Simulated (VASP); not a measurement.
Cd8S9 (a cell with a defect): single point with PBE+D3(BJ)

Crystal: Cd8S9 (a cell with a defect).

```
Cd S
1.0
    -4.13480   -7.16168    0.00000
     6.20220   -3.58084    0.00000
     0.00000    0.00000    6.74900
Cd S
8 9
Direct
  0.44430 0.35404 0.04318
  0.46192 0.64120 0.54731
  0.20198 0.87139 0.01406
  0.29443 0.13626 0.46371
  0.01816 0.28403 0.93617
  0.96342 0.61834 0.37124
  0.71661 0.97121 0.07694
  0.78893 0.17619 0.48302
  0.54361 0.33945 0.38283
  0.44962 0.67382 0.89800
  0.24472 0.81869 0.37149
  0.28790 0.15255 0.86266
  0.03999 0.27794 0.32104
  0.02687 0.63771 0.85230
  0.70087 0.83499 0.43057
  0.72468 0.23441 0.85465
  0.82773 0.63386 0.06194
```

```json
{
 "Program": "VASP 6.6.1",
 "Task": "single point",
 "Functional": "PBE",
 "Dispersion": "D3(BJ)",
 "Potentials or basis": "VASP PAW PBE potentials, release 64 (Cd, S)",
 "Cutoff": "520 eV",
 "k mesh": "2 × 2 × 2",
 "Occupations": "fermi-dirac, width 0.05 eV",
 "Spin": "no spin polarisation"
}
```

| Item | Value |
| --- | --- |
| Pressure | 3.8 GPa |
| Largest force | 2.223 eV/Å |
| Band gap on the k mesh | 0.37 eV |
| Dispersion energy per atom | -0.321 eV |

Forces on the atoms (eV/Å):
```
Cd   0.882 -1.974  0.284
Cd  -0.082 -0.111 -0.190
Cd  -1.321  0.100  0.070
Cd   0.335 -0.725  0.720
Cd   0.368 -0.004 -0.048
Cd   0.270 -1.006  1.618
Cd  -0.859  0.921 -0.120
Cd  -0.851  0.314  0.759
S    0.608  0.912  0.062
S    0.132 -0.311  0.684
S   -0.306  1.342  0.089
S    0.088  1.100 -1.885
S    0.038 -0.234  0.301
S    0.121  1.139 -0.336
S    0.322 -0.706  0.151
S   -0.443 -0.235 -0.115
S    0.698 -0.524 -2.045
```

Stress tensor (GPa, compression positive):
```
 4.68 -0.11  0.22
-0.11  2.79 -1.58
 0.22 -1.58  4.05
```

Levels at points of the mesh, in eV from the valence-band top:
```csv
k point,band 71,band 72,band 73,band 74,band 75,band 76,band 77,band 78,band 79,band 80
"(0.00, 0.00, 0.00)",-1.05,-0.87,-0.77,-0.72,-0.25,0.37,1.75,2.27,2.69,2.90
"(0.50, 0.00, 0.00)",-1.31,-1.11,-0.91,-0.39,0.00,1.54,1.65,2.40,2.86,2.95
"(0.00, 0.50, 0.00)",-1.34,-1.24,-0.81,-0.73,-0.47,1.55,1.94,2.14,2.32,2.50
"(0.50, 0.50, 0.00)",-1.47,-1.20,-0.99,-0.64,-0.03,2.08,2.17,2.41,2.43,2.72
"(0.00, 0.00, 0.50)",-1.28,-1.14,-0.90,-0.87,-0.64,1.43,1.63,2.32,2.44,2.55
"(0.50, 0.00, 0.50)",-1.46,-1.28,-1.20,-0.63,-0.12,1.96,2.04,2.49,2.62,2.71
"(0.00, 0.50, 0.50)",-1.63,-1.42,-1.00,-0.81,-0.64,1.54,1.90,2.14,2.24,2.52
"(0.50, 0.50, 0.50)",-1.70,-1.55,-1.17,-0.70,-0.16,1.86,2.02,2.21,2.78,2.83
```

Wall time 6.6 min on 1 thread of Oxide Virtual Turin-like Processor, with other jobs on the host, peak memory 0.46 GiB.

Caveat: the k points lie up to 0.47 Å⁻¹ apart.
